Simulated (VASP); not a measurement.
Here is a VASP 6.6.1 calculation.

Contents of INCAR:

```
SYSTEM = NaAg2
PREC = Accurate ; ENCUT = 600
EDIFF = 1E-6 ; ISMEAR = -1
SIGMA = 0.1 ; LREAL = .False.
LASPH = .True. ; NELM = 100
ALGO = Normal ; ISIF = 3
LWAVE = .False. ; LCHARG = .False.
GGA = PS ; IBRION = 2
NSW = 60 ; EDIFFG = -0.01
```

Contents of KPOINTS:

```
Automatic mesh
0
Gamma
  4 4 4
  0 0 0
```

The input POSCAR:

```
NaAg2
1.0
    0.0000000000      3.9646286200      3.9646286200
    3.9646286200      0.0000000000      3.9646286200
    3.9646286200      3.9646286200      0.0000000000
Ag Na
4 2
Direct
    0.6250000000      0.6250000000      0.6250000000
    0.1250000000      0.6250000000      0.6250000000
    0.6250000000      0.6250000000      0.1250000000
    0.6250000000      0.1250000000      0.6250000000
    0.0000000000      0.0000000000      0.0000000000
    0.2500000000      0.2500000000      0.2500000000
```

Potentials or basis: VASP PAW PBE potentials, release 64 (Ag, Na_pv).

The run is started by

```sh
$ cat potpaw_PBE.64/Ag/POTCAR potpaw_PBE.64/Na_pv/POTCAR > POTCAR
$ mpirun -np 1 vasp_std > vasp.out
```

(1) What does it give for the relaxed volume?

(2) Estimate the space group after relaxing (to 0.1 Å).

## Answers

(1) 20.21 Å³/atom.

(2) Fd-3m (No. 227).

Caveat: the PAW data sets were made with another functional, which shifts forces and pressure a little.
